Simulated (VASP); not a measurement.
# HfN (Fm-3m) in VASP: further runs

The runs below take HfN through single point, relaxation of cell and atoms, with LDA.

Program: VASP 6.6.1. These are calculated values, not measurements. Logs are shortened: lines on timing, memory, paths and dates and some standing lists are left out, and cuts for length are marked.

### 1 The cell of the first run

It takes space group Fm-3m (No. 225, cubic). Conventional cell: a = 4.468 Å, b = 4.468 Å, c = 4.468 Å, α = 90.00°, β = 90.00°, γ = 90.00°. Within 3.0 Å of Hf (site symmetry m-3m) lie 6 N at 2.23 Å. N (site symmetry m-3m) has 6 Hf at 2.23 Å within 3.0 Å.

### 2 Single point, LDA

The input, INCAR:

```
SYSTEM = HfN
PREC = Accurate
ENCUT = 520
EDIFF = 1E-6
ISMEAR = 0
SIGMA = 0.1
LREAL = .False.
LASPH = .True.
NELM = 80
ALGO = Normal
ISIF = 2
LWAVE = .False.
LCHARG = .False.
NBANDS = 14
```

The input, KPOINTS:

```
Automatic mesh
0
Gamma
  16 16 16
  0 0 0
```

The input, POSCAR:

```
HfN
1.0
    0.0000000000      2.2340263147      2.2340263147
    2.2340263147      0.0000000000      2.2340263147
    2.2340263147      2.2340263147      0.0000000000
Hf N
1 1
Direct
    0.0000000000      0.0000000000      0.0000000000
    0.5000000000      0.5000000000      0.5000000000
```

Potentials or basis: VASP PAW LDA potentials, release 64 (Hf_pv, N).

Started as:

```
cat potpaw_LDA.64/Hf_pv/POTCAR potpaw_LDA.64/N/POTCAR > POTCAR
mpirun -np 1 vasp_std > vasp.out
```

OUTCAR:

```text
SYSTEM = HfN
   PREC = Accurate
   ENCUT = 520
   EDIFF = 1E-6
   ISMEAR = 0
   LREAL = .False.
   LASPH = .True.
   NELM = 80
   ISIF = 2

 ion  position               nearest neighbor table
   1  0.000  0.000  0.000-   2 2.23   2 2.23   2 2.23   2 2.23   2 2.23   2 2.23
   2  0.500  0.500  0.500-   1 2.23   1 2.23   1 2.23   1 2.23   1 2.23   1 2.23

  LATTYP: Found a face centered cubic cell.
 ALAT       =     4.4680526294

  Lattice vectors:

 A1 = (   0.0000000000,   2.2340263147,   2.2340263147)
 A2 = (   2.2340263147,   0.0000000000,   2.2340263147)
 A3 = (   2.2340263147,   2.2340263147,   0.0000000000)

Analysis of symmetry for initial positions (statically):
=====================================================================
 Subroutine PRICEL returns:
 Original cell was already a primitive cell.

 Routine SETGRP: Setting up the symmetry group for a
 face centered cubic supercell.

 Subroutine GETGRP returns: Found 48 space group operations
 (whereof 48 operations were pure point group operations)
 out of a pool of 48 trial point group operations.

The static configuration has the point symmetry O_h .

Analysis of symmetry for dynamics (positions and initial velocities):
=====================================================================
 Subroutine PRICEL returns:
 Original cell was already a primitive cell.

 Routine SETGRP: Setting up the symmetry group for a
 face centered cubic supercell.

 Subroutine GETGRP returns: Found 48 space group operations
 (whereof 48 operations were pure point group operations)
 out of a pool of 48 trial point group operations.

The dynamic configuration has the point symmetry O_h .

 Subroutine INISYM returns: Found 48 space group operations
 (whereof 48 operations are pure point group operations),
 and found     1 'primitive' translations

----------------------------------------------------------------------------------------

                                     Primitive cell

  volume of cell :      22.2995

  direct lattice vectors                    reciprocal lattice vectors
     0.000000000  2.234026315  2.234026315    -0.223811151  0.223811151  0.223811151
     2.234026315  0.000000000  2.234026315     0.223811151 -0.223811151  0.223811151
     2.234026315  2.234026315  0.000000000     0.223811151  0.223811151 -0.223811151

  length of vectors
     3.159390313  3.159390313  3.159390313     0.387652284  0.387652284  0.387652284

  position of ions in fractional coordinates (direct lattice)
     0.000000000  0.000000000  0.000000000
     0.500000000  0.500000000  0.500000000

  ion indices of the primitive-cell ions
   primitive index   ion index
                 1           1
                 2           2

----------------------------------------------------------------------------------------
[... 82 lines left out ...]
   NUPDOWN=      -1.0000    fix difference up-down
   EMIN   =  10.00;   EMAX   =-10.00  energy-range for DOS
   EFERMI =   0.00;   METHOD = LEGACY
   ISMEAR =     0;   SIGMA  =   0.10  broadening in eV -4-tet -1-fermi 0-gaus
   EFERMI_NEDOS =   21; number of points for ismear=-14 and -15
   IALGO  =     38    algorithm
   IMIX   =      4    mixing-type and parameters
     AMIX     =   0.40;   BMIX     =  1.00
     AMIX_MAG =   1.60;   BMIX_MAG =  1.00
  volume/ion in A,a.u.               =      11.15        75.24
  Fermi-wavevector in a.u.,A,eV,Ry     =   1.434411  2.710644 27.994466  2.057535
  Thomas-Fermi vector in A             =   2.553823
   LORBIT       =      0    0 simple, 1 ext, 2 COOP (PROOUT), +10 PAW based schemes
   GGA     = CA    functional components
   LHFCALC =     F    Hartree Fock is set to
   AEXX    =    0.0000 exact exchange contribution
   IVDW    =     0    specifies the selected vdW correction
   LEPSILON=     F    determine dielectric tensor
   LRPA    =     F    only Hartree local field effects (RPA)
 non-spin polarized calculation
 Gauss-broadening in eV      SIGMA  =   0.10
  energy-cutoff  :      520.00
  volume of cell :       22.30
 maximum number of plane-waves:       620
   NGX = 11   NGY = 11   NGZ = 11

 number of electron      14.9999999 magnetization

 Free energy of the ion-electron system (eV)
  ---------------------------------------------------
  ext. energy  EPLUGINS =         0.00000000
  ---------------------------------------------------
  free energy    TOTEN  =       -23.87222000 eV

  energy without entropy =      -23.86915529  energy(sigma->0) =      -23.87068764

 E-fermi :   8.4936     XC(G=0): -13.1525

 val. band max:        8.4921888894   @ k =  -0.1250   0.0625   0.0000
 cond. band min:       8.5050431509   @ k =   0.3750   0.1250   0.0000
 fundamental gap:      0.0128542615
 Fermi energy:         8.4935538598

 k-point     1 :       0.0000    0.0000    0.0000
  band No.  band energies     occupation
      1     -22.3066      2.00000
      2     -22.3066      2.00000
      3     -22.3066      2.00000
      4      -8.9276      2.00000
      5       5.5138      2.00000
      6       5.5138      2.00000
      7       5.5138      2.00000
      8       8.0890      2.00000
      9       8.0890      2.00000
     10       8.0890      2.00000
     11      10.4896      0.00000
     12      10.4896      0.00000
     13      10.8183      0.00000
     14      18.2290      0.00000
[... 377 lines left out ...]
      1     -22.4190      2.00000
      2     -22.3344      2.00000
      3     -22.3084      2.00000
      4      -8.6677      2.00000
      5       4.4751      2.00000
      6       4.7992      2.00000
      7       5.1378      2.00000
      8       8.2696      1.99846
      9       8.2801      1.99746
     10       8.7423      0.00043
     11      10.7437      0.00000
     12      11.5929      0.00000
     13      11.7009      0.00000
     14      19.0547      0.00000

 [... further k-points ...]
[... 5 lines left out ...]
  --------------------------------------------------------------------------------------
  -------------------------------------------------------------------------------------
  Total       -0.1708157     -0.1708157     -0.1708157     -0.0000000      0.0000000      0.0000000
  in kB      -12.2727959    -12.2727959    -12.2727959     -0.0000000      0.0000000      0.0000000
  external PRESSURE =     -12.2727959 kB  Pullay stress =       0.0000000 kB

 VOLUME and BASIS-vectors are now :
 -----------------------------------------------------------------------------
  energy-cutoff  :      520.00
  volume of cell :       22.30
      direct lattice vectors                 reciprocal lattice vectors
     0.000000000  2.234026315  2.234026315    -0.223811151  0.223811151  0.223811151
     2.234026315  0.000000000  2.234026315     0.223811151 -0.223811151  0.223811151
     2.234026315  2.234026315  0.000000000     0.223811151  0.223811151 -0.223811151

 POSITION                                       TOTAL-FORCE (eV/Angst)
 -----------------------------------------------------------------------------------
      0.00000      0.00000      0.00000         0.000000      0.000000      0.000000
      2.23403      2.23403      2.23403         0.000000      0.000000      0.000000
 -----------------------------------------------------------------------------------
    total drift:                                0.000000     -0.000000     -0.000000

  FREE ENERGIE OF THE ION-ELECTRON SYSTEM (eV)
  ---------------------------------------------------
  free  energy   TOTEN  =       -23.8722199965 eV

  energy  without entropy=      -23.8691552894  energy(sigma->0) =      -23.87068764
```

OSZICAR:

```text
N       E                     dE             d eps       ncg     rms          rms(c)
DAV:   1     0.349147862989E+02    0.34915E+02   -0.78206E+03  4068   0.101E+03
DAV:   2    -0.250798567238E+02   -0.59995E+02   -0.56227E+02  5234   0.228E+02
DAV:   3    -0.268507729812E+02   -0.17709E+01   -0.17627E+01  4798   0.312E+01
DAV:   4    -0.268567092600E+02   -0.59363E-02   -0.59352E-02  4788   0.217E+00
DAV:   5    -0.268567450476E+02   -0.35788E-04   -0.35788E-04  4786   0.141E-01    0.536E+01
DAV:   6    -0.240184845032E+02    0.28383E+01   -0.83358E+00  4378   0.221E+01    0.456E+01
DAV:   7    -0.239079274269E+02    0.11056E+00   -0.43058E-01  5158   0.511E+00    0.277E+01
DAV:   8    -0.238768981507E+02    0.31029E-01   -0.11169E-01  5188   0.271E+00    0.495E+00
DAV:   9    -0.238724194332E+02    0.44787E-02   -0.13664E-02  4630   0.905E-01    0.191E+00
DAV:  10    -0.238722446276E+02    0.17481E-03   -0.95784E-04  5290   0.277E-01    0.349E-01
DAV:  11    -0.238722205768E+02    0.24051E-04   -0.65866E-05  4566   0.768E-02    0.486E-02
DAV:  12    -0.238722199965E+02    0.58036E-06   -0.59869E-06  5184   0.207E-02
   1 F= -.23872220E+02 E0= -.23870688E+02  d E =-.306471E-02
```

Wall time 16 s (1 thread of Intel Xeon 6975P-C (Granite Rapids), shared host); peak memory 0.16 GiB.

Results:

```
Free energy : -23.8722 eV
Pressure    : -1.2 GPa
```

Levels at points of the mesh, in eV from the Fermi level:
```tsv
k point	band 6	band 7	band 8	band 9	band 10	band 11
(0.00, 0.00, 0.00)	-2.98	-2.98	-0.40	-0.40	-0.40	2.00
(0.50, 0.00, 0.00)	-6.32	-6.32	3.44	3.84	3.84	4.74
(0.50, 0.50, 0.00)	-3.97	-3.61	-3.61	4.23	5.76	5.76
```

Caveat: spin-orbit coupling is left out, which moves the levels of the heavy elements.

### 3 Relaxation of cell and atoms, LDA

This run uses another cell than the first one, of 11.76 Å³/atom, 1.055 times its volume.

The input, INCAR:

```
PREC     = Accurate       # precision mode
ENCUT    = 600            # plane-wave cutoff, eV
EDIFF    = 1E-7           # SCF threshold, eV
ISMEAR   = 0              # smearing method
SIGMA    = 0.1            # smearing width, eV
LREAL    = False          # projectors in reciprocal space
LASPH    = True           # aspherical terms in the spheres
NELM     = 60             # most SCF steps
ALGO     = Normal         # electronic algorithm
ISIF     = 3              # what is computed and relaxed
LWAVE    = False          # write WAVECAR
LCHARG   = False          # write CHGCAR
GGA      = CA             # functional
IBRION   = 2              # ionic algorithm
NSW      = 70             # ionic steps
EDIFFG   = -0.005         # ionic threshold
```

The input, KPOINTS:

```
Automatic mesh
0
Gamma
  16 16 16
```

The input, POSCAR:

```
HfN
1.0
    0.0000000000      2.2738954530      2.2738954530
    2.2738954530      0.0000000000      2.2738954530
    2.2738954530      2.2738954530      0.0000000000
Hf N
1 1
Direct
    0.0000000000      0.0000000000      0.0000000000
    0.5000000000      0.5000000000      0.5000000000
```

Potentials or basis: VASP PAW LDA potentials, release 64 (Hf_pv, N).

Started as:

```
cat potpaw_LDA.64/Hf_pv/POTCAR potpaw_LDA.64/N/POTCAR > POTCAR
mpirun -np 1 vasp_std > vasp.out
```

Wall time 2 min (1 thread of Intel Xeon 6975P-C (Granite Rapids), shared host); peak memory 0.2 GiB.

The run converged. Its results:

| Property | Result |
| --- | --- |
| Free energy | -23.8745 eV |
| Relaxed volume | 11.10 Å³/atom |
| Relaxed cell | a = 3.155 Å, b = 3.155 Å, c = 3.155 Å, α = 60.00°, β = 60.00°, γ = 60.00° |
| Space group after relaxing (to 0.05 Å) | Fm-3m (No. 225) |
| Energy gained by relaxing | 33.6 meV/atom |
| Ionic steps | 7 |
| Pressure after relaxing | 0.0 GPa |

Step by step:
| step | energy change (eV) | largest force (eV/Å) | pressure (GPa) | volume (Å³) |
| --- | --- | --- | --- | --- |
| 1 | 0.0000 | 0.0000 | -15.61 | 23.51 |
| 2 | 0.2320 | 0.0000 | 44.60 | 19.83 |
| 3 | -0.0671 | 0.0000 | -0.67 | 22.25 |
| 4 | -0.0672 | 0.0000 | -0.08 | 22.21 |
| 5 | -0.0672 | 0.0000 | 0.27 | 22.18 |
| 6 | -0.0671 | 0.0000 | -0.45 | 22.24 |
| 7 | -0.0672 | 0.0000 | 0.00 | 22.20 |

Final structure:
```yaml
crystal:
  lattice:
    - [0.00000, 2.23084, 2.23084]
    - [2.23084, 0.00000, 2.23084]
    - [2.23084, 2.23084, 0.00000]
  atoms:
    - { symbol: Hf, position: [0.00000, 0.00000, 0.00000] }
    - { symbol: N, position: [0.50000, 0.50000, 0.50000] }
```

Levels at points of the mesh, in eV from the Fermi level:
```
           k point  band 5  band 6  band 7  band 8  band 9  band 10  band 11
(0.00, 0.00, 0.00)   -2.98   -2.98   -2.98   -0.41   -0.41    -0.41     2.01
(0.50, 0.00, 0.00)   -9.05   -6.34   -6.34    3.46    3.87     3.87     4.77
(0.50, 0.50, 0.00)   -5.27   -3.99   -3.61   -3.61    4.26     5.79     5.79
```

Caveat: spin-orbit coupling is left out, which moves the levels of the heavy elements. Zero-point motion and thermal expansion aren't in these numbers.
